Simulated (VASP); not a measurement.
# MgTl (P4/mmm) in VASP: single point with LDA

Aim: the single point of MgTl with LDA.

All numbers are computed with VASP 6.6.1; they aren't measurements. Logs are shortened: lines on timing, memory, paths and dates and some standing lists are left out, and cuts for length are marked.

## Step 1: The cell of the first run

Symmetry: P4/mmm, No. 123, tetragonal system. Conventional cell: a = 3.635 Å, b = 3.635 Å, c = 3.708 Å, α = 90.00°, β = 90.00°, γ = 90.00°. Mg (site symmetry 4/mmm) has 8 Tl at 3.17 Å and 6 Mg at 3.63 to 3.71 Å within 4.2 Å. Within 4.2 Å of Tl (site symmetry 4/mmm) lie 8 Mg at 3.17 Å and 6 Tl at 3.63 to 3.71 Å.

## Step 2: Single point, LDA (zz strain of +2 %)

The input, INCAR:

```
SYSTEM = MgTl
PREC     = Accurate       ! precision mode
ENCUT    = 520            ! plane-wave cutoff, eV
EDIFF    = 1E-6           ! SCF threshold, eV
ISMEAR   = -1             ! smearing method
SIGMA    = 0.05           ! smearing width, eV
LREAL    = .FALSE.        ! projectors in reciprocal space
LASPH    = .TRUE.         ! aspherical terms in the spheres
NELM     = 60             ! most SCF steps
ALGO     = Normal         ! electronic algorithm
ISIF     = 2              ! what is computed and relaxed
LWAVE    = .FALSE.        ! write WAVECAR
LCHARG   = .TRUE.         ! write CHGCAR
GGA      = CA             ! functional
LELF     = .TRUE.         ! ELF
LVHAR    = .TRUE.       
NBANDS   = 14             ! bands
```

The input, KPOINTS:

```
Automatic mesh
0
G
  9 9 9
  0 0 0
```

The input, POSCAR:

```
MgTl
1.0
    3.6350000000      0.0000000000      0.0000000000
    0.0000000000      3.6350000000      0.0000000000
    0.0000000000      0.0000000000      3.7077000000
Mg Tl
1 1
Direct
    0.0000000000      0.0000000000      0.0000000000
    0.5000000000      0.5000000000      0.5000000000
```

Potentials or basis: VASP PAW LDA potentials, release 64 (Mg, Tl_d).

Launch:

```console
> cat potpaw_LDA.64/Mg/POTCAR potpaw_LDA.64/Tl_d/POTCAR > POTCAR
> mpirun -np 1 vasp_std > vasp.out
```

OUTCAR:

```text
SYSTEM = MgTl
   PREC = Accurate
   ENCUT = 520
   EDIFF = 1E-6
   ISMEAR = -1
   LREAL = .FALSE.
   LASPH = .TRUE.
   NELM = 60
   ISIF = 2
   GGA = CA

 ion  position               nearest neighbor table
   1  0.000  0.000  0.000-   2 3.17   2 3.17   2 3.17   2 3.17   2 3.17   2 3.17   2 3.17   2 3.17

   2  0.500  0.500  0.500-   1 3.17   1 3.17   1 3.17   1 3.17   1 3.17   1 3.17   1 3.17   1 3.17

  LATTYP: Found a simple tetragonal cell.
 ALAT       =     3.6350000000
 C/A-ratio  =     1.0200000000

  Lattice vectors:

 A1 = (   3.6350000000,   0.0000000000,   0.0000000000)
 A2 = (   0.0000000000,   3.6350000000,   0.0000000000)
 A3 = (   0.0000000000,   0.0000000000,   3.7077000000)

Analysis of symmetry for initial positions (statically):
=====================================================================
 Subroutine PRICEL returns:
 Original cell was already a primitive cell.

 Routine SETGRP: Setting up the symmetry group for a
 simple tetragonal supercell.

 Subroutine GETGRP returns: Found 16 space group operations
 (whereof 16 operations were pure point group operations)
 out of a pool of 16 trial point group operations.

The static configuration has the point symmetry D_4h.

Analysis of symmetry for dynamics (positions and initial velocities):
=====================================================================
 Subroutine PRICEL returns:
 Original cell was already a primitive cell.

 Routine SETGRP: Setting up the symmetry group for a
 simple tetragonal supercell.

 Subroutine GETGRP returns: Found 16 space group operations
 (whereof 16 operations were pure point group operations)
 out of a pool of 16 trial point group operations.

The dynamic configuration has the point symmetry D_4h.

 Subroutine INISYM returns: Found 16 space group operations
 (whereof 16 operations are pure point group operations),
 and found     1 'primitive' translations

----------------------------------------------------------------------------------------

                                     Primitive cell

  volume of cell :      48.9907

  direct lattice vectors                    reciprocal lattice vectors
     3.635000000  0.000000000  0.000000000     0.275103164  0.000000000  0.000000000
     0.000000000  3.635000000  0.000000000     0.000000000  0.275103164  0.000000000
     0.000000000  0.000000000  3.707700000     0.000000000  0.000000000  0.269708984

  length of vectors
     3.635000000  3.635000000  3.707700000     0.275103164  0.275103164  0.269708984

  position of ions in fractional coordinates (direct lattice)
     0.000000000  0.000000000  0.000000000
     0.500000000  0.500000000  0.500000000

  ion indices of the primitive-cell ions
   primitive index   ion index
                 1           1
                 2           2

----------------------------------------------------------------------------------------

 KPOINTS: Automatic mesh

Automatic generation of k-mesh.
 Grid dimensions read from file:
 generate k-points for:    9    9    9

 Generating k-lattice:

  Cartesian coordinates                     Fractional coordinates (reciprocal lattice)
     0.030567018  0.000000000  0.000000000     0.111111111  0.000000000  0.000000000
     0.000000000  0.030567018  0.000000000     0.000000000  0.111111111  0.000000000
     0.000000000  0.000000000  0.029967665     0.000000000  0.000000000  0.111111111

  Length of vectors
     0.030567018  0.030567018  0.029967665

  Shift w.r.t. Gamma in fractional coordinates (k-lattice)
     0.000000000  0.000000000  0.000000000

 Subroutine IBZKPT returns following result:
 ===========================================

 Found     75 irreducible k-points:

 Following reciprocal coordinates:
            Coordinates               Weight
  0.000000  0.000000  0.000000      1.000000
  0.111111  0.000000  0.000000      4.000000
  0.222222  0.000000  0.000000      4.000000
  0.333333  0.000000  0.000000      4.000000
  0.444444  0.000000  0.000000      4.000000
  0.111111  0.111111  0.000000      4.000000
[... 16 lines left out ...]
  0.333333  0.111111  0.111111     16.000000
  0.444444  0.111111  0.111111     16.000000
 [... further k-points ...]
   k-points           NKPTS =     75   k-points in BZ     NKDIM =     75   number of bands    NBANDS=     14
   number of dos      NEDOS =    301   number of ions     NIONS =      2
   total plane-waves  NPLWV =  21952
   dimension x,y,z NGX =    28 NGY =   28 NGZ =   28
   dimension x,y,z NGXF=    56 NGYF=   56 NGZF=   56
   ions per type =               1   1
   NGX,Y,Z   is equivalent  to a cutoff of  12.81, 12.81, 12.55 a.u.
   NGXF,Y,Z  is equivalent  to a cutoff of  25.61, 25.61, 25.11 a.u.
 SYSTEM =  MgTl
   PREC   = accura    normal or accurate (medium, high low for compatibility)
   ISTART =      0    job   : 0-new  1-cont  2-samecut
   ICHARG =      2    charge: 1-file 2-atom 10-const
   ISPIN  =      1    spin polarized calculation?
   LNONCOLLINEAR =      F non collinear calculations
   LSORBIT =      F    spin-orbit coupling
   LASPH  =      T    aspherical Exc in radial PAW
   ENCUT  =  520.0 eV  38.22 Ry    6.18 a.u.   6.76  6.76  6.89*2*pi/ulx,y,z
   NELM   =     60;   NELMIN=  2; NELMDL= -5     # of ELM steps
   EDIFF  = 0.1E-05   stopping-criterion for ELM
   LREAL  =      F    real-space projection
   EDIFFG = 0.1E-04   stopping-criterion for IOM
   NSW    =      0    number of steps for IOM
   IBRION =     -1    ionic relax: 0-MD 1-quasi-New 2-CG
   NFREE  =      0    steps in history (QN), initial steepest desc. (CG)
   ISIF   =      2    stress and relaxation
   ISYM   =      2    0-nonsym 1-usesym 2-fastsym
   POTIM  = 0.5000    time-step for ionic-motion
   TEBEG  =    0.0;   TEEND  =   0.0 temperature during run
   PSTRESS=    0.0 pullay stress
   NELECT =      15.0000    total number of electrons
   NUPDOWN=      -1.0000    fix difference up-down
   EMIN   =  10.00;   EMAX   =-10.00  energy-range for DOS
   EFERMI =   0.00;   METHOD = LEGACY
   ISMEAR =    -1;   SIGMA  =   0.05  broadening in eV -4-tet -1-fermi 0-gaus
   EFERMI_NEDOS =   21; number of points for ismear=-14 and -15
   IALGO  =     38    algorithm
   IMIX   =      4    mixing-type and parameters
     AMIX     =   0.40;   BMIX     =  1.00
     AMIX_MAG =   1.60;   BMIX_MAG =  1.00
  volume/ion in A,a.u.               =      24.50       165.30
  Fermi-wavevector in a.u.,A,eV,Ry     =   1.103403  2.085129 16.565065  1.217498
  Thomas-Fermi vector in A             =   2.239860
   LORBIT       =      0    0 simple, 1 ext, 2 COOP (PROOUT), +10 PAW based schemes
   GGA     = CA    functional components
   LHFCALC =     F    Hartree Fock is set to
   AEXX    =    0.0000 exact exchange contribution
   IVDW    =     0    specifies the selected vdW correction
   LEPSILON=     F    determine dielectric tensor
   LRPA    =     F    only Hartree local field effects (RPA)
 non-spin polarized calculation
  energy-cutoff  :      520.00
  volume of cell :       48.99
 maximum number of plane-waves:      1341
 NGX is ok and might be reduce to    28
   NGX = 13   NGY = 13   NGZ = 13

 number of electron      14.9999996 magnetization

 Free energy of the ion-electron system (eV)
  ---------------------------------------------------
  ext. energy  EPLUGINS =         0.00000000
  ---------------------------------------------------
  free energy    TOTEN  =        -5.03557670 eV

  energy without entropy =       -5.02832295  energy(sigma->0) =       -5.03194983

 E-fermi :   5.2240     XC(G=0):  -9.8940

 val. band max:        5.1832074167   @ k =   0.2222   0.0000   0.3333
 cond. band min:       5.2279340842   @ k =   0.3333   0.2222   0.0000
 fundamental gap:      0.0447266675
 Fermi energy:         5.2240223537

 k-point     1 :       0.0000    0.0000    0.0000
  band No.  band energies     occupation
      1      -6.5571      2.00000
      2      -6.5326      2.00000
      3      -6.2146      2.00000
      4      -6.2146      2.00000
      5      -6.2046      2.00000
      6      -4.2885      2.00000
      7       7.2776      0.00000
      8       7.7065      0.00000
      9       7.7065      0.00000
     10       8.3258      0.00000
     11      10.4468      0.00000
     12      10.6067      0.00000
     13      18.2619      0.00000
     14      18.4199      0.00000

 k-point     2 :       0.1111    0.0000    0.0000
  band No.  band energies     occupation
      1      -6.5400      2.00000
      2      -6.5111      2.00000
      3      -6.2304      2.00000
      4      -6.2198      2.00000
      5      -6.2129      2.00000
      6      -4.1454      2.00000
      7       5.9783      0.00000
      8       7.4411      0.00000
      9       7.8696      0.00000
     10       8.9826      0.00000
     11      10.5643      0.00000
     12      11.9567      0.00000
     13      16.8019      0.00000
     14      17.1784      0.00000

 k-point     3 :       0.2222    0.0000    0.0000
  band No.  band energies     occupation
      1      -6.5265      2.00000
      2      -6.4310      2.00000
      3      -6.2700      2.00000
      4      -6.2581      2.00000
      5      -6.2087      2.00000
      6      -3.7134      2.00000
      7       3.8828      2.00000
      8       7.9131      0.00000
      9       8.3408      0.00000
     10       9.4315      0.00000
     11      10.7624      0.00000
     12      14.5799      0.00000
     13      14.9385      0.00000
     14      15.3347      0.00000
[... 324 lines left out ...]
 k-point    23 :       0.3333    0.1111    0.1111
  band No.  band energies     occupation
      1      -6.4643      2.00000
      2      -6.3358      2.00000
      3      -6.3224      2.00000
      4      -6.3092      2.00000
      5      -6.2325      2.00000
      6      -2.7511      2.00000
      7       2.3199      2.00000
      8       7.0150      0.00000
      9       7.6886      0.00000
     10      11.2036      0.00000
     11      11.6060      0.00000
     12      12.3741      0.00000
     13      13.6836      0.00000
     14      15.3949      0.00000

 k-point    24 :       0.4444    0.1111    0.1111
  band No.  band energies     occupation
      1      -6.4568      2.00000
      2      -6.3667      2.00000
      3      -6.3521      2.00000
      4      -6.2523      2.00000
      5      -6.2277      2.00000
      6      -2.0029      2.00000
      7       0.9773      2.00000
      8       7.7333      0.00000
      9       8.5430      0.00000
     10      10.0434      0.00000
     11      10.4062      0.00000
     12      13.1067      0.00000
     13      13.9487      0.00000
     14      14.6788      0.00000

 [... further k-points ...]
[... 5 lines left out ...]
  --------------------------------------------------------------------------------------
  -------------------------------------------------------------------------------------
  Total       -1.0562619     -1.0562619     -0.9605633      0.0000000      0.0000000      0.0000000
  in kB      -34.5436948    -34.5436948    -31.4139947      0.0000000      0.0000000      0.0000000
  external PRESSURE =     -33.5004614 kB  Pullay stress =       0.0000000 kB

 VOLUME and BASIS-vectors are now :
 -----------------------------------------------------------------------------
  energy-cutoff  :      520.00
  volume of cell :       48.99
      direct lattice vectors                 reciprocal lattice vectors
     3.635000000  0.000000000  0.000000000     0.275103164  0.000000000  0.000000000
     0.000000000  3.635000000  0.000000000     0.000000000  0.275103164  0.000000000
     0.000000000  0.000000000  3.707700000     0.000000000  0.000000000  0.269708984

 POSITION                                       TOTAL-FORCE (eV/Angst)
 -----------------------------------------------------------------------------------
      0.00000      0.00000      0.00000         0.000000      0.000000      0.000000
      1.81750      1.81750      1.85385         0.000000      0.000000      0.000000
 -----------------------------------------------------------------------------------
    total drift:                                0.000000      0.000000      0.000000

  FREE ENERGIE OF THE ION-ELECTRON SYSTEM (eV)
  ---------------------------------------------------
  free  energy   TOTEN  =        -5.0355766983 eV

  energy  without entropy=       -5.0283229518  energy(sigma->0) =       -5.03194983
```

Wall time 26 s (1 thread of AMD EPYC 7R13, shared host); peak memory 0.18 GiB.

Results:

```
Free energy : -5.0356 eV
Pressure    : -3.4 GPa
```

Stress tensor (GPa, compression positive):
```
-3.45  0.00  0.00
 0.00 -3.45  0.00
 0.00  0.00 -3.14
```

Levels at points of the mesh, in eV from the Fermi level:
```
           k point  band 5  band 6  band 7  band 8  band 9  band 10
(0.00, 0.00, 0.00)  -11.43   -9.51    2.05    2.48    2.48     3.10
```

Caveat: the cell differs from its parent crystal (zz strain of +2 %); spin-orbit coupling is left out, which moves the levels of the heavy elements.
